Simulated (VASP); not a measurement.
A run of VASP 6.6.1:

File POSCAR:

```
AlN
1.0
    0.0000000000      2.0188684521      2.0188684521
    2.0188684521      0.0000000000      2.0188684521
    2.0188684521      2.0188684521      0.0000000000
Al N
1 1
Direct
    0.0000000000      0.0000000000      0.0000000000
    0.5000000000      0.5000000000      0.5000000000
```

INCAR.step1

```
SYSTEM = AlN
  ALGO = Normal
  EDIFF = 1E-5
  ENCUT = 520
  GGA = PE
  ISIF = 2
  ISMEAR = 0
  LASPH = .TRUE.
  LREAL = .FALSE.
  LWAVE = .TRUE.
  NBANDS = 11
  NELM = 100
  PREC = Accurate
  SIGMA = 0.01
```

The input INCAR.step2:

```
SYSTEM = AlN
  ALGO = Normal
  EDIFF = 1E-7
  ENCUT = 520
  GGA = PE
  HFSCREEN = 0.2079
  ISIF = 2
  ISMEAR = 0
  ISTART = 1
  LASPH = .TRUE.
  LCHARG = .TRUE.
  LELF = .TRUE.
  LHFCALC = .TRUE.
  LREAL = .FALSE.
  LVHAR = .TRUE.
  LWAVE = .FALSE.
  NBANDS = 11
  NELM = 100
  PREC = Accurate
  PRECFOCK = Normal
  SIGMA = 0.01
```

The input KPOINTS:

```
k-points
0
G
  8 8 8
  0 0 0
```

Potentials or basis: VASP PAW PBE potentials, release 64 (Al, N).

Run with:

```sh
$ cat potpaw_PBE.64/Al/POTCAR potpaw_PBE.64/N/POTCAR > POTCAR
$ cp INCAR.step1 INCAR
$ mpirun -np 1 vasp_std > vasp.out
$ cp INCAR.step2 INCAR
$ mpirun -np 1 vasp_std > vasp.out
```

Hardware: 1 thread of Intel(R) Xeon(R) 6975P-C (Granite Rapids) (shared host).

Estimate the wall time of this run.

Wall time 6.6 min on 1 thread of Intel(R) Xeon(R) 6975P-C (Granite Rapids) (shared host), peak memory 0.24 GiB. Counts: k points 29.
